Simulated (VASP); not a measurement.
A run of VASP 6.6.1:

The input INCAR:

```
SYSTEM = NbAs
PREC     = Accurate       ! precision mode
ENCUT    = 400            ! plane-wave cutoff, eV
EDIFF    = 1E-8           ! SCF threshold, eV
ISMEAR   = -1             ! smearing method
SIGMA    = 0.08           ! smearing width, eV
LREAL    = .FALSE.        ! projectors in reciprocal space
LASPH    = .TRUE.         ! aspherical terms in the spheres
NELM     = 120            ! most SCF steps
ALGO     = Normal         ! electronic algorithm
ISIF     = 2              ! what is computed and relaxed
LWAVE    = .FALSE.        ! write WAVECAR
LCHARG   = .FALSE.        ! write CHGCAR
GGA      = CA             ! functional
LEFG     = .TRUE.       
NBANDS   = 26             ! bands
GGA_COMPAT= .FALSE.
```

Contents of KPOINTS:

```
regular mesh
0
G
  15 15 15
  0 0 0
```

Contents of POSCAR:

```
NbAs
1.0
   -1.7258500000      1.7258500000      5.7232000000
    1.7258500000     -1.7258500000      5.7232000000
    1.7258500000      1.7258500000     -5.7232000000
Nb As
2 2
Direct
    0.7500000000      0.7500000000      0.0000000000
    0.5000000000      0.0000000000      0.5000000000
    0.1660000000      0.1660000000      0.0000000000
    0.9160000000      0.4160000000      0.5000000000
```

Potentials or basis: VASP PAW LDA potentials, release 64 (Nb_sv, As).

Run with:

```console
$ cat potpaw_LDA.64/Nb_sv/POTCAR potpaw_LDA.64/As/POTCAR > POTCAR
$ mpirun -np 1 vasp_std > vasp.out
```

Hardware: 1 thread of Intel Xeon 8259CL, with other jobs on the host.

Task: How long does it take, and how much memory?

Result: Wall time 27 min on 1 thread of Intel Xeon 8259CL, on a shared host, peak memory 0.43 GiB. Counts: scf iterations 15, k points 288.
